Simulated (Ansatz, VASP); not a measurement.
## Ta2N: VASP beside Ansatz

```
Ta N
1.0
     5.22886    0.00000    0.00000
    -2.61443    4.52833    0.00000
     0.00000    0.00000    4.88353
Ta N
6 3
Direct
  0.66693 0.66693 0.75260
  0.00000 0.33307 0.75260
  0.33307 0.00000 0.75260
  0.33307 0.33307 0.24740
  0.00000 0.66693 0.24740
  0.66693 0.00000 0.24740
  0.66667 0.33333 0.50000
  0.33333 0.66667 0.50000
  0.00000 0.00000 0.00000
```

Alike in both runs: task single point; functional LDA; k mesh 9 × 9 × 8; occupations gaussian, width 0.15 eV; no spin polarisation.

|  | VASP | Ansatz |
| --- | --- | --- |
| version | VASP 6.6.1 | Ansatz 0.2.0 |
| potentials or method | VASP PAW LDA potentials, release 64 (Ta_pv, N), cutoff 520 eV | scalar-relativistic, plane waves, PAW |
| valence electrons in the cell | 81 | 93 |

```csv
,VASP,Ansatz,Ansatz less VASP
gap on the k mesh at the Fermi level (eV),none,none,-
pressure (GPa),1.6,0.0,-1.59
"traceless stress, the component that is largest in VASP (GPa)",0.07,0.05,-0.018
rms of the force components (eV/Å),0.010,0.003,-0.0073
```

Ansatz warns that its potentials were made for another functional, while VASP's fit it. LDA's correlation is that of Perdew and Zunger in VASP and of Perdew and Wang (1992) in Ansatz. Atom by atom the forces differ by 0.007 eV/Å (rms over components). A gap of «none» marks a metal or a gap that the smearing closes. VASP's potentials hold 81 valence electrons a cell and Ansatz's 93, so a difference there can come from the potentials and not from the codes.

Spin-orbit coupling is off throughout.
